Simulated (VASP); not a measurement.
Wanted: the native input for a VASP 6.6.1 run.

| Item | Value |
| --- | --- |
| Task | electric field gradients |
| Functional | PBE |
| Potentials or basis | VASP PAW PBE potentials, release 64 (Al, Sb, N) |
| Cutoff | 520 eV |
| k mesh | 4 × 4 × 2 |
| Occupations | fermi-dirac, width 0.01 eV |
| Spin | no spin polarisation |
| Dipole correction | no |
| Further INCAR settings | LREAL = Auto; ALGO = Normal; EDIFF = 1e-08; NBANDS = 86 |

The structure of Al16SbN15 (a cell with a defect) lies in POSCAR:

```
Al16SbN15
1.0
    6.2260000000      0.0000000000      0.0000000000
   -3.1130000000      5.3918741640      0.0000000000
    0.0000000000      0.0000000000      9.9620000000
Al Sb N
16 1 15
Direct
    0.1666666666      0.3333333334      0.0000000000
    0.1666666666      0.3333333334      0.5000000000
    0.1666666666      0.8333333334      0.0000000000
    0.1666666666      0.8333333334      0.5000000000
    0.6666666666      0.3333333334      0.0000000000
    0.6666666666      0.3333333334      0.5000000000
    0.6666666666      0.8333333334      0.0000000000
    0.6666666666      0.8333333334      0.5000000000
    0.3333333334      0.1666666666      0.2500000000
    0.3333333334      0.1666666666      0.7500000000
    0.3333333334      0.6666666666      0.2500000000
    0.3333333334      0.6666666666      0.7500000000
    0.8333333334      0.1666666666      0.2500000000
    0.8333333334      0.1666666666      0.7500000000
    0.8333333334      0.6666666666      0.2500000000
    0.8333333334      0.6666666666      0.7500000000
    0.1666666666      0.3333333334      0.1900000000
    0.1666666666      0.3333333334      0.6900000000
    0.1666666666      0.8333333334      0.1900000000
    0.1666666666      0.8333333334      0.6900000000
    0.6666666666      0.3333333334      0.1900000000
    0.6666666666      0.3333333334      0.6900000000
    0.6666666666      0.8333333334      0.1900000000
    0.6666666666      0.8333333334      0.6900000000
    0.3333333334      0.1666666666      0.4400000000
    0.3333333334      0.1666666666      0.9400000000
    0.3333333334      0.6666666666      0.4400000000
    0.3333333334      0.6666666666      0.9400000000
    0.8333333334      0.1666666666      0.4400000000
    0.8333333334      0.1666666666      0.9400000000
    0.8333333334      0.6666666666      0.4400000000
    0.8333333334      0.6666666666      0.9400000000
```

The input as run:

INCAR

```
PREC     = Accurate       # precision mode
ENCUT    = 520            # plane-wave cutoff, eV
EDIFF    = 1E-8           # SCF threshold, eV
ISMEAR   = -1             # smearing method
SIGMA    = 0.01           # smearing width, eV
LREAL    = Auto         
LASPH    = True           # aspherical terms in the spheres
NELM     = 80             # most SCF steps
ALGO     = Normal         # electronic algorithm
ISIF     = 2              # what is computed and relaxed
LWAVE    = False          # write WAVECAR
LCHARG   = False          # write CHGCAR
GGA      = PE             # functional
LEFG     = True         
NBANDS   = 86             # bands
```

KPOINTS

```
Automatic mesh
0
Gamma
  4 4 2
```

Potentials or basis: VASP PAW PBE potentials, release 64 (Al, Sb, N).

Run with:

```sh
$ cat potpaw_PBE.64/Al/POTCAR potpaw_PBE.64/Sb/POTCAR potpaw_PBE.64/N/POTCAR > POTCAR
$ mpirun -np 1 vasp_std > vasp.out
```

Results of the run:

```
Pressure                                : 29.5 GPa
Largest force                           : 18.889 eV/Å
Band gap on the k mesh                  : 3.75 eV
Largest electric field gradient by atom : Al -47.9, +2.5, +2.6, +2.7, -50.0, +2.3, +3.0 (each value once); Sb +20.4; N -0.1, -7.2, +0.3, -4.3, -4.6, -0.6, -0.8 (each value once) V/Å²
```

Caveat: without QUAD_EFG the Cq values of the log hold for a quadrupole moment of 1 mb, not for the nuclei; spin-orbit coupling is left out, which moves the levels of the heavy elements.

It took 6.1 min on 1 thread of Intel(R) Xeon(R) 6975P-C (Granite Rapids), on a shared host, peak memory 0.5 GiB.
